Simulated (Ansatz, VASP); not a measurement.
**One calculation of Sn3IrO8, two programs**

The input INCAR:

```
SYSTEM = Sn3IrO8
  PREC = Accurate
  ENCUT = 520
  EDIFF = 1E-6
  ISMEAR = 0
  SIGMA = 0.05
  LREAL = .False.
  LASPH = .True.
  NELM = 150
  ALGO = Normal
  ISIF = 2
  LWAVE = .False.
  LCHARG = .False.
  ISPIN = 2
  MAGMOM = 5 0 0 0 0 0 0 0 0 0 0 0
  LORBIT = 11
  LMAXMIX = 4
  LDAU = .True.
  LDAUTYPE = 2
  LDAUL = 2 -1 -1
  LDAUU = 2 0 0
  LDAUJ = 0 0 0
  LDAUPRINT = 1
  GGA = PS
  NBANDS = 66
```

KPOINTS

```
regular mesh
0
Gamma
  4 4 3
  0 0 0
```

File POSCAR:

```
Sn3IrO8
1.0
    4.7373500000      0.0000000000      0.0000000000
    0.0000000000      4.7373500000      0.0000000000
    0.0000000000      0.0000000000      6.3728000000
Ir Sn O
1 3 8
Direct
    1.0000000000      1.0000000000      0.0000000000
    1.0000000000      1.0000000000      0.5000000000
    0.5000000000      0.5000000000      0.2480852912
    0.5000000000      0.5000000000      0.7519147088
    0.2968981925      0.2968981925      0.0000000000
    0.3076883062      0.3076883062      0.5000000000
    0.1906566102      0.8093433898      0.2437520800
    0.1906566102      0.8093433898      0.7562479200
    0.7031018075      0.7031018075      0.0000000000
    0.6923116938      0.6923116938      0.5000000000
    0.8093433898      0.1906566102      0.2437520800
    0.8093433898      0.1906566102      0.7562479200
```

Input for Ansatz:

```yaml
crystal:
  lattice:
    - [4.73735, 0.0, 0.0]
    - [0.0, 4.73735, 0.0]
    - [0.0, 0.0, 6.3728]
  atoms:
    - { symbol: Ir, position: [1.0, 1.0, 0.0], spin: 5.0 }
    - { symbol: Sn, position: [1.0, 1.0, 0.5] }
    - { symbol: Sn, position: [0.5, 0.5, 0.2480852912] }
    - { symbol: Sn, position: [0.5, 0.5, 0.7519147088] }
    - { symbol: O, position: [0.2968981925, 0.2968981925, 0.0] }
    - { symbol: O, position: [0.3076883062, 0.3076883062, 0.5] }
    - { symbol: O, position: [0.1906566102, 0.8093433898, 0.24375208] }
    - { symbol: O, position: [0.1906566102, 0.8093433898, 0.75624792] }
    - { symbol: O, position: [0.7031018075, 0.7031018075, 0.0] }
    - { symbol: O, position: [0.6923116938, 0.6923116938, 0.5] }
    - { symbol: O, position: [0.8093433898, 0.1906566102, 0.24375208] }
    - { symbol: O, position: [0.8093433898, 0.1906566102, 0.75624792] }
basis:
  ecutwfc: 420
  ecutrho_ratio: 4
kpoints:
  mp_grid: { grid: [4, 4, 3] }
hamiltonian:
  xc: pbesol
  hubbard: { sites: [{ site: 0, l: d, u_eff: 2.0 }] }
scf:
  occupations: { method: gaussian, width: 0.05 }
  lower_state_search: "off"
  max_iter: 150
output:
  forces: true
  stress: true
  eigenvalues: true
  populations: true
  hubbard: { sites: [{ site: 0, l: d }] }
magnetization:
  spin_polarized: true
```

Alike in both runs: task single point; functional PBEsol; k mesh 4 × 4 × 3; occupations gaussian, width 0.05 eV; collinear spin; Hubbard terms Ir d U = 2.0 eV.

|  | VASP | Ansatz |
| --- | --- | --- |
| version | VASP 6.6.1 | Ansatz 0.2.0 |
| potentials or method | VASP PAW PBE potentials, release 64 (Ir, Sn_d, O), cutoff 520 eV | scalar-relativistic, plane waves, PAW |
| valence electrons in the cell | 99 | 107 |

Ansatz gave:

| Item | Value |
| --- | --- |
| gap on the k mesh at the Fermi level (eV) | 0.25 |
| least direct gap on the mesh (eV) | 0.44 |
| pressure (GPa) | -1.2 |
| traceless stress, the component that is largest in VASP (GPa) | 2.49 |
| rms of the force components (eV/Å) | 0.002 |
| net moment per atom (μB) | 0.08 |
| size of the moment on the site where the two differ most (μB) | 0.46 |

Question: What did VASP give for the same quantities?

Answer: gap on the k mesh at the Fermi level (eV): 0.28; least direct gap on the mesh (eV): 0.42; pressure (GPa): -0.6; traceless stress, the component that is largest in VASP (GPa): 2.70; rms of the force components (eV/Å): 0.006; net moment per atom (μB): 0.08; size of the moment on the site where the two differ most (μB): 0.68.

VASP's potentials were made for PBE, not for PBEsol. Site moments also hang on the region over which each program counts them. The programs project onto different local orbitals, so the same U acts differently, and such runs can settle in different states. Atom by atom the forces differ by 0.007 eV/Å (rms over components). VASP's potentials hold 99 valence electrons a cell and Ansatz's 107, so a difference there can come from the potentials and not from the codes.

Spin-orbit coupling is off throughout.
